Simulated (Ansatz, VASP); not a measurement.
## One calculation of Li2S, two programs

```
Li S
1.0
     0.00000    2.78344    2.78344
     2.78344    0.00000    2.78344
     2.78344    2.78344    0.00000
Li S
2 1
Direct
  0.25000 0.25000 0.25000
  0.75000 0.75000 0.75000
  0.00000 0.00000 0.00000
```

Alike in both runs: functional LDA; k mesh 8 × 8 × 8; occupations gaussian, width 0.02 eV; no spin polarisation.

Ansatz relaxed the structure, and its values are those at the end. VASP's run is a single point on that final structure, the one shown.

```csv
,VASP,Ansatz
version,VASP 6.6.1,Ansatz 0.2.0
potentials or method,"VASP PAW LDA potentials, release 64 (Li_sv, S)","scalar-relativistic, plane waves, PAW"
plane-wave cutoff (eV),750,420
valence electrons in the cell,12,12
```

```csv
,VASP,Ansatz,Ansatz less VASP
gap on the k mesh at the Fermi level (eV),3.12,3.12,-0.001
least direct gap on the mesh (eV),4.43,4.42,-0.010
pressure (GPa),-0.1,0.0,+0.09
```

LDA's correlation is that of Perdew and Zunger in VASP and of Perdew and Wang (1992) in Ansatz.
